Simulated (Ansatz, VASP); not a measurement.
# Two plane-wave programs on RePb3

The input INCAR:

```
SYSTEM = RePb3
PREC = Accurate
ENCUT = 520
EDIFF = 1E-6
ISMEAR = 0
SIGMA = 0.1
LREAL = .FALSE.
LASPH = .TRUE.
NELM = 100
ALGO = Normal
ISIF = 2
LWAVE = .FALSE.
LCHARG = .TRUE.
GGA = PE
LELF = .TRUE.
LVHAR = .TRUE.
NBANDS = 32
```

Contents of KPOINTS:

```
regular mesh
0
G
  4 4 4
  0 0 0
```

Contents of POSCAR:

```
RePb3
1.0
    4.7099144947      0.0000000000      0.0000000000
    0.0000000000      4.7099144947      0.0000000000
    0.0000000000      0.0000000000      4.7099144947
Re Pb
1 3
Direct
    0.0000000000      0.0000000000      0.0000000000
    0.0000000000      0.5000000000      0.5000000000
    0.5000000000      0.0000000000      0.5000000000
    0.5000000000      0.5000000000      0.0000000000
```

Input for Ansatz:

```yaml
crystal:
  lattice:
    - [4.7099144947, 0.0, 0.0]
    - [0.0, 4.7099144947, 0.0]
    - [0.0, 0.0, 4.7099144947]
  atoms:
    - { symbol: Re, position: [0.0, 0.0, 0.0] }
    - { symbol: Pb, position: [0.0, 0.5, 0.5] }
    - { symbol: Pb, position: [0.5, 0.0, 0.5] }
    - { symbol: Pb, position: [0.5, 0.5, 0.0] }
basis:
  ecutwfc: 420
kpoints:
  mp_grid: { grid: [4, 4, 4] }
hamiltonian:
  xc: pbe
scf:
  occupations: { method: gaussian, width: 0.1 }
  lower_state_search: "off"
output:
  forces: true
  stress: true
  eigenvalues: true
```

Alike in both runs: task single point; functional PBE; k mesh 4 × 4 × 4; occupations gaussian, width 0.1 eV; no spin polarisation.

|  | VASP | Ansatz |
| --- | --- | --- |
| version | VASP 6.6.1 | Ansatz 0.2.0 |
| potentials or method | VASP PAW PBE potentials, release 64 (Re, Pb_d), cutoff 520 eV | scalar-relativistic, plane waves, PAW |
| valence electrons in the cell | 49 | 57 |

|  | VASP | Ansatz | Ansatz less VASP |
| --- | --- | --- | --- |
| gap on the k mesh at the Fermi level (eV) | none | none | - |
| pressure (GPa) | -2.1 | -2.0 | +0.11 |

A gap of «none» marks a metal or a gap that the smearing closes. With one functional, cell and mesh, what is left measures potentials, basis and numerics. VASP's potentials hold 49 valence electrons a cell and Ansatz's 57, so a difference there can come from the potentials and not from the codes.

Neither program's run includes spin-orbit coupling.
